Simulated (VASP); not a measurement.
# SnTe (a cell with a defect) in VASP: single point with PBEsol

Aim: the single point of SnTe (a cell with a defect) with PBEsol.

Everything below comes from runs of VASP 6.6.1. Logs are shortened: lines on timing, memory, paths and dates and some standing lists are left out, and cuts for length are marked.

## Step 1: The cell of the first run

The cell holds a defect, 64 atoms: a = 12.569 Å, b = 12.569 Å, c = 12.569 Å, α = 90.00°, β = 90.00°, γ = 90.00°.

## Step 2: Single point, PBEsol, collinear spin

INCAR reads:

```
SYSTEM = SnTe
PREC = Accurate ; ENCUT = 400
EDIFF = 1E-6 ; ISMEAR = -1
SIGMA = 0.05 ; LREAL = Auto
LASPH = .True. ; NELM = 200
ALGO = Normal ; ISIF = 2
LWAVE = .False. ; LCHARG = .False.
ISPIN = 2 ; MAGMOM = 0 0 0 0 0 0 0 0.143 0.143 0 0 0 0 0 0 0.143 0 0.143 0 0 0 0 0 0.143 0 0 0 0.143 0 0 0 0.143 0.143 0 0 0 0.143 0 0 0 0.143 0 0.143 0 0.143 0 0 0 0 0 0 0.143 0.143 0 0 0 0 0 0 0 0 0 0 0
LORBIT = 11 ; GGA = PS
ISYM = -1 ; NBANDS = 362
GGA_COMPAT = .False. ; KPAR = 1
```

KPOINTS reads:

```
explicit points
1
Reciprocal
  0.25000000   0.25000000   0.25000000 1
```

POSCAR reads:

```
SnTe
1.0
   12.5689980000      0.0000000000      0.0000000000
    0.0000000000     12.5689980000      0.0000000000
    0.0000000000      0.0000000000     12.5689980000
Te Sn
32 32
Direct
    0.2466390000      0.9944540000      0.9946560000
    0.2440970000      0.9964160000      0.4945620000
    0.2440420000      0.4942440000      0.9966560000
    0.7467750000      0.9953570000      0.9957750000
    0.7443890000      0.9941750000      0.4959710000
    0.7444440000      0.4955790000      0.9944200000
    0.7458390000      0.4936350000      0.4937970000
    0.9991740000      0.2483930000      0.0000720000
    0.9952870000      0.2450760000      0.5022140000
    0.9949990000      0.7463020000      0.9950660000
    0.9957400000      0.7445080000      0.4947980000
    0.4973830000      0.2443550000      0.9944790000
    0.4947220000      0.2452130000      0.4937180000
    0.4949770000      0.7441340000      0.9951100000
    0.4954700000      0.7444180000      0.4948640000
    0.9990400000      0.0001430000      0.2486760000
    0.9950200000      0.9947140000      0.7466400000
    0.9953530000      0.5019680000      0.2452630000
    0.9957020000      0.4944250000      0.7446870000
    0.4972910000      0.9942630000      0.2446730000
    0.4950540000      0.9947810000      0.7444580000
    0.4947540000      0.4935490000      0.2453750000
    0.4954150000      0.4945690000      0.7446340000
    0.2521820000      0.2454510000      0.2455700000
    0.2447260000      0.2457970000      0.7449360000
    0.2448230000      0.7447170000      0.2460970000
    0.2452660000      0.7451390000      0.7455290000
    0.7473140000      0.2489780000      0.2492430000
    0.7454820000      0.2442530000      0.7471170000
    0.7455150000      0.7467920000      0.2445610000
    0.7454620000      0.7440810000      0.7444070000
    0.0103240000      0.2694070000      0.2687160000
    0.2493900000      0.4996570000      0.4999610000
    0.0065350000      0.0063670000      0.0065600000
    0.0049280000      0.0005050000      0.5054150000
    0.0049720000      0.5050040000      0.0004490000
    0.0164280000      0.5037140000      0.5038450000
    0.5050380000      0.0026310000      0.0028950000
    0.5017070000      0.0012270000      0.5029180000
    0.5016880000      0.5025600000      0.0013670000
    0.4959080000      0.5014730000      0.5016700000
    0.2553780000      0.2550940000      0.0023500000
    0.2531590000      0.2668690000      0.5038270000
    0.2534240000      0.7521510000      0.0023480000
    0.2521780000      0.7469620000      0.5022650000
    0.7556880000      0.2559560000      0.0068890000
    0.7498910000      0.2547280000      0.5054070000
    0.7529760000      0.7544580000      0.0029780000
    0.7514430000      0.7521170000      0.5030650000
    0.2552910000      0.0022190000      0.2553510000
    0.2534370000      0.0020060000      0.7523650000
    0.2532440000      0.5036840000      0.2671600000
    0.2521410000      0.5018980000      0.7472450000
    0.7555820000      0.0067330000      0.2563230000
    0.7530300000      0.0026940000      0.7547600000
    0.7497330000      0.5051560000      0.2549660000
    0.7514000000      0.5027260000      0.7523480000
    0.0046650000      0.2552500000      0.7594210000
    0.0047870000      0.7597230000      0.2555430000
    0.0039560000      0.7540800000      0.7543890000
    0.5054000000      0.2540590000      0.2541820000
    0.5037040000      0.2528440000      0.7537660000
    0.5037700000      0.7536670000      0.2531910000
    0.5032110000      0.7529820000      0.7532650000
```

Potentials or basis: VASP PAW PBE potentials, release 64 (Te, Sn_d).

Command:

```console
$ cat potpaw_PBE.64/Te/POTCAR potpaw_PBE.64/Sn_d/POTCAR > POTCAR
$ mpirun -np 4 vasp_std > vasp.out
```

OUTCAR:

```text
SYSTEM = SnTe
   PREC = Accurate
   ENCUT = 400
   EDIFF = 1E-6
   ISMEAR = -1
   LREAL = Auto
   LASPH = .True.
   NELM = 200
   ISIF = 2
   ISPIN = 2
   LORBIT = 11
   GGA = PS
   ISYM = -1

 ion  position               nearest neighbor table
   1  0.247  0.994  0.995-  34 3.03  51 3.05  44 3.05  38 3.25  42 3.28  50 3.28
   2  0.244  0.996  0.495-  35 3.01  50 3.01  45 3.14  39 3.24  51 3.24  43 3.40
   3  0.244  0.494  0.997-  36 3.01  42 3.01  53 3.14  40 3.24  44 3.24  52 3.40
   4  0.747  0.995  0.996-  48 3.03  55 3.03  38 3.04  34 3.27  54 3.28  46 3.28
   5  0.744  0.994  0.496-  54 3.02  49 3.05  39 3.05  55 3.26  47 3.28  35 3.28
   6  0.744  0.496  0.994-  46 3.02  57 3.05  40 3.05  48 3.26  36 3.28  56 3.28
[... 56 lines left out ...]
  63  0.504  0.754  0.253-  20 3.03  15 3.04  30 3.04  14 3.25  26 3.26  22 3.27
  64  0.503  0.753  0.753-  21 3.04  14 3.04  31 3.05  27 3.25  15 3.25  23 3.25

IMPORTANT INFORMATION: All symmetrisations will be switched off!
NOSYMM: (Re-)initialisation of all symmetry stuff for point group C_1.

----------------------------------------------------------------------------------------

                                     Primitive cell

  volume of cell :    1985.6467

  direct lattice vectors                    reciprocal lattice vectors
    12.568998000  0.000000000  0.000000000     0.079560837  0.000000000  0.000000000
     0.000000000 12.568998000  0.000000000     0.000000000  0.079560837  0.000000000
     0.000000000  0.000000000 12.568998000     0.000000000  0.000000000  0.079560837

  length of vectors
    12.568998000 12.568998000 12.568998000     0.079560837  0.079560837  0.079560837

  position of ions in fractional coordinates (direct lattice)
     0.246639000  0.994454000  0.994656000
     0.244097000  0.996416000  0.494562000
     0.244042000  0.494244000  0.996656000
     0.746775000  0.995357000  0.995775000
     0.744389000  0.994175000  0.495971000
     0.744444000  0.495579000  0.994420000
[... 56 lines left out ...]
     0.503770000  0.753667000  0.253191000
     0.503211000  0.752982000  0.753265000

  ion indices of the primitive-cell ions
   primitive index   ion index
                 1           1
                 2           2
                 3           3
                 4           4
                 5           5
                 6           6
[... 56 lines left out ...]
                63          63
                64          64

----------------------------------------------------------------------------------------

 KPOINTS: explicit points

Read explicit list of k-points.

 Found      1 k-points:

 Following reciprocal coordinates:
            Coordinates               Weight
  0.250000  0.250000  0.250000      1.000000
   k-points           NKPTS =      1   k-points in BZ     NKDIM =      1   number of bands    NBANDS=    364
   number of dos      NEDOS =    301   number of ions     NIONS =     64
   total plane-waves  NPLWV = 592704
   dimension x,y,z NGX =    84 NGY =   84 NGZ =   84
   dimension x,y,z NGXF=   168 NGYF=  168 NGZF=  168
   ions per type =              32  32
   NGX,Y,Z   is equivalent  to a cutoff of  11.11, 11.11, 11.11 a.u.
   NGXF,Y,Z  is equivalent  to a cutoff of  22.22, 22.22, 22.22 a.u.
 SYSTEM =  SnTe
   PREC   = accura    normal or accurate (medium, high low for compatibility)
   ISTART =      0    job   : 0-new  1-cont  2-samecut
   ICHARG =      2    charge: 1-file 2-atom 10-const
   ISPIN  =      2    spin polarized calculation?
   LNONCOLLINEAR =      F non collinear calculations
   LSORBIT =      F    spin-orbit coupling
   LASPH  =      T    aspherical Exc in radial PAW
   ENCUT  =  400.0 eV  29.40 Ry    5.42 a.u.  20.50 20.50 20.50*2*pi/ulx,y,z
   NELM   =    200;   NELMIN=  2; NELMDL= -5     # of ELM steps
   EDIFF  = 0.1E-05   stopping-criterion for ELM
   LREAL  =      T    real-space projection
   EDIFFG = 0.1E-04   stopping-criterion for IOM
   NSW    =      0    number of steps for IOM
   IBRION =     -1    ionic relax: 0-MD 1-quasi-New 2-CG
   NFREE  =      0    steps in history (QN), initial steepest desc. (CG)
   ISIF   =      2    stress and relaxation
   ISYM   =     -1    0-nonsym 1-usesym 2-fastsym
   POTIM  = 0.5000    time-step for ionic-motion
   TEBEG  =    0.0;   TEEND  =   0.0 temperature during run
   PSTRESS=    0.0 pullay stress
   NELECT =     640.0000    total number of electrons
   NUPDOWN=      -1.0000    fix difference up-down
   EMIN   =  10.00;   EMAX   =-10.00  energy-range for DOS
   EFERMI =   0.00;   METHOD = LEGACY
   ISMEAR =    -1;   SIGMA  =   0.05  broadening in eV -4-tet -1-fermi 0-gaus
   EFERMI_NEDOS =   21; number of points for ismear=-14 and -15
   IALGO  =     38    algorithm
   IMIX   =      4    mixing-type and parameters
     AMIX     =   0.40;   BMIX     =  1.00
     AMIX_MAG =   1.60;   BMIX_MAG =  1.00
  volume/ion in A,a.u.               =      31.03       209.37
  Fermi-wavevector in a.u.,A,eV,Ry     =   1.122451  2.121125 17.141938  1.259897
  Thomas-Fermi vector in A             =   2.259111
   LORBIT       =     11    0 simple, 1 ext, 2 COOP (PROOUT), +10 PAW based schemes
   GGA     = PS    functional components
   LHFCALC =     F    Hartree Fock is set to
   AEXX    =    0.0000 exact exchange contribution
   IVDW    =     0    specifies the selected vdW correction
   LEPSILON=     F    determine dielectric tensor
   LRPA    =     F    only Hartree local field effects (RPA)
 spin polarized calculation
  energy-cutoff  :      400.00
  volume of cell :     1985.65
 maximum number of plane-waves:     36036
 NGX is ok and might be reduce to    84
   NGX = 41   NGY = 41   NGZ = 41

 number of electron     640.0000018 magnetization       0.0059952

 Free energy of the ion-electron system (eV)
  ---------------------------------------------------
  ext. energy  EPLUGINS =         0.00000000
  ---------------------------------------------------
  free energy    TOTEN  =      -264.59575527 eV

  energy without entropy =     -264.50592241  energy(sigma->0) =     -264.55083884

 E-fermi :   6.8214     XC(G=0):  -9.6857

 val. band max:        6.6811608111   @ k =   0.2500   0.2500   0.2500
 cond. band min:       6.9372578703   @ k =   0.2500   0.2500   0.2500
 fundamental gap:      0.2560970592
 Fermi energy:         6.8214344162

 spin component 1

 k-point     1 :       0.2500    0.2500    0.2500
  band No.  band energies     occupation
      1     -14.9014      1.00000
      2     -14.9013      1.00000
      3     -14.8989      1.00000
      4     -14.8985      1.00000
      5     -14.8979      1.00000
      6     -14.8978      1.00000
[... 324 lines left out ...]
    331       7.8025      0.00000
    332       7.8060      0.00000
 Fermi energy:         6.8214344162

 spin component 2

 k-point     1 :       0.2500    0.2500    0.2500
  band No.  band energies     occupation
      1     -14.9014      1.00000
      2     -14.9013      1.00000
      3     -14.8989      1.00000
      4     -14.8985      1.00000
      5     -14.8979      1.00000
      6     -14.8978      1.00000
[... 324 lines left out ...]
    331       7.8026      0.00000
    332       7.8061      0.00000
 [bands above 332 left out]

------------------------ aborting loop because EDIFF is reached ----------------------------------------

  FORCE on cell =-STRESS in cart. coord.  units (eV):
  Direction    XX          YY          ZZ          XY          YZ          ZX
  --------------------------------------------------------------------------------------
  -------------------------------------------------------------------------------------
  Total        5.3103188      4.0785851      4.2171608      0.4609595      0.5727758      0.4394562
  in kB        4.2847867      3.2909262      3.4027400      0.3719387      0.4621610      0.3545881
  external PRESSURE =       3.6594843 kB  Pullay stress =       0.0000000 kB

 VOLUME and BASIS-vectors are now :
 -----------------------------------------------------------------------------
  energy-cutoff  :      400.00
  volume of cell :     1985.65
      direct lattice vectors                 reciprocal lattice vectors
    12.568998000  0.000000000  0.000000000     0.079560837  0.000000000  0.000000000
     0.000000000 12.568998000  0.000000000     0.000000000  0.079560837  0.000000000
     0.000000000  0.000000000 12.568998000     0.000000000  0.000000000  0.079560837

 POSITION                                       TOTAL-FORCE (eV/Angst)
 -----------------------------------------------------------------------------------
      3.10001     12.49929     12.50183         0.003588     -0.007394     -0.004135
      3.06805     12.52395      6.21615         0.010073     -0.008071      0.001549
      3.06736      6.21215     12.52697         0.014209      0.009511     -0.005593
      9.38621     12.51064     12.51589         0.009427     -0.000533      0.000802
      9.35622     12.49578      6.23386         0.000188     -0.002429      0.010160
      9.35692      6.22893     12.49886        -0.000896      0.010887     -0.005155
[... 56 lines left out ...]
      6.33188      9.47284      3.18236         0.000209     -0.006373      0.005225
      6.32486      9.46423      9.46779         0.004878     -0.002179     -0.001533
 -----------------------------------------------------------------------------------
    total drift:                               -0.064596     -0.055418     -0.071937

  FREE ENERGIE OF THE ION-ELECTRON SYSTEM (eV)
  ---------------------------------------------------
  free  energy   TOTEN  =      -264.5957552733 eV

  energy  without entropy=     -264.5059224066  energy(sigma->0) =     -264.55083884

 total charge

# of ion       s       p       d       tot
------------------------------------------
    1        1.388   1.956   0.031   3.375
    2        1.389   1.945   0.031   3.365
    3        1.389   1.945   0.031   3.365
    4        1.388   1.956   0.031   3.376
    5        1.388   1.956   0.031   3.375
    6        1.388   1.956   0.031   3.375
[... 56 lines left out ...]
   63        1.354   0.768   9.987  12.109
   64        1.358   0.766   9.986  12.110
--------------------------------------------------
tot         87.507  87.479 320.589 495.575

 magnetization (x)

# of ion       s       p       d       tot
------------------------------------------
    1        0.000  -0.000  -0.000  -0.000
    2       -0.000  -0.000   0.000  -0.000
    3       -0.000  -0.000   0.000  -0.000
    4        0.000  -0.000  -0.000  -0.000
    5       -0.000  -0.000  -0.000  -0.000
    6       -0.000  -0.000  -0.000  -0.000
[... 56 lines left out ...]
   63       -0.000  -0.000  -0.000  -0.000
   64        0.000  -0.000  -0.000  -0.000
--------------------------------------------------
tot         -0.000   0.000   0.000   0.000
```

Run time: 10 min. Hardware: 4 MPI ranks of Intel Xeon Platinum 8259CL at 2.50GHz (Skylake/Cascade Lake), shared host; peak memory 0.66 GiB.

Results:

```
Free energy                                           : -264.5958 eV
Pressure                                              : 0.4 GPa
Largest force                                         : 0.082 eV/Å
Net moment                                            : 0.01 μB per cell
Valence electrons inside the program's atomic spheres : Te 3.38, 3.37, 3.36, 3.34, 3.35, 3.25 (each value once); Sn 12.33, 12.11, 12.12, 12.14, 12.13 (each value once)
```

Forces in eV/Å, atoms in the order of the input:
```
Te   0.004 -0.007 -0.004
Te   0.010 -0.008  0.002
Te   0.014  0.010 -0.006
Te   0.009 -0.001  0.001
Te   0.000 -0.002  0.010
Te  -0.001  0.011 -0.005
Te   0.002  0.017  0.018
Te  -0.003 -0.012  0.011
Te   0.009 -0.014  0.034
Te  -0.002  0.002  0.006
Te  -0.003  0.003  0.000
Te   0.011 -0.001  0.009
Te  -0.009 -0.013  0.017
Te   0.000  0.003 -0.002
Te  -0.002  0.004 -0.005
Te  -0.003  0.011 -0.007
Te   0.000  0.005  0.008
Te   0.002  0.033 -0.013
Te  -0.002  0.005 -0.001
Te   0.012  0.012 -0.003
Te  -0.001  0.000 -0.001
Te  -0.009  0.014 -0.008
Te  -0.002 -0.005  0.004
Te   0.048  0.001  0.006
Te   0.002 -0.008  0.002
Te  -0.001  0.006 -0.010
Te  -0.007 -0.003 -0.002
Te  -0.016 -0.002 -0.001
Te   0.007  0.004  0.011
Te   0.007  0.007  0.002
Te   0.000  0.003  0.000
Te  -0.053 -0.045 -0.043
Sn  -0.006  0.006  0.005
Sn  -0.004  0.002  0.001
Sn  -0.001  0.007 -0.010
Sn  -0.004 -0.007  0.006
Sn  -0.001  0.004  0.007
Sn  -0.002  0.005  0.006
Sn  -0.001  0.009 -0.005
Sn   0.002 -0.002  0.008
Sn  -0.002 -0.001  0.000
Sn  -0.009 -0.003  0.013
Sn   0.010 -0.005 -0.008
Sn  -0.005  0.003  0.004
Sn   0.000 -0.009  0.006
Sn   0.000 -0.007  0.003
Sn   0.002  0.004 -0.011
Sn   0.006 -0.003  0.004
Sn   0.006 -0.004 -0.001
Sn  -0.007  0.015 -0.001
Sn  -0.005  0.006  0.001
Sn   0.010 -0.009 -0.004
Sn   0.000  0.006 -0.010
Sn  -0.001  0.003 -0.008
Sn   0.005  0.004 -0.001
Sn   0.003 -0.011  0.003
Sn   0.006 -0.001 -0.004
Sn  -0.001 -0.002 -0.022
Sn   0.000 -0.023  0.001
Sn  -0.001 -0.002 -0.002
Sn  -0.030 -0.009 -0.008
Sn   0.001  0.006 -0.005
Sn   0.000 -0.006  0.005
Sn   0.005 -0.002 -0.002
```

Levels at points of the mesh, in eV from the Fermi level:
Spin up:
| k point | band 318 | band 319 | band 320 | band 321 | band 322 | band 323 |
| --- | --- | --- | --- | --- | --- | --- |
| (0.25, 0.25, 0.25) | -0.20 | -0.16 | -0.14 | 0.12 | 0.19 | 0.34 |
Spin down:
```tsv
k point	band 317	band 318	band 319	band 320	band 321	band 322	band 323	band 324
(0.25, 0.25, 0.25)	-0.51	-0.20	-0.16	-0.14	0.12	0.19	0.34	0.59
```

Caveat: the PAW data sets were made with another functional, which shifts forces and pressure a little; spin-orbit coupling is left out, which moves the levels of the heavy elements.
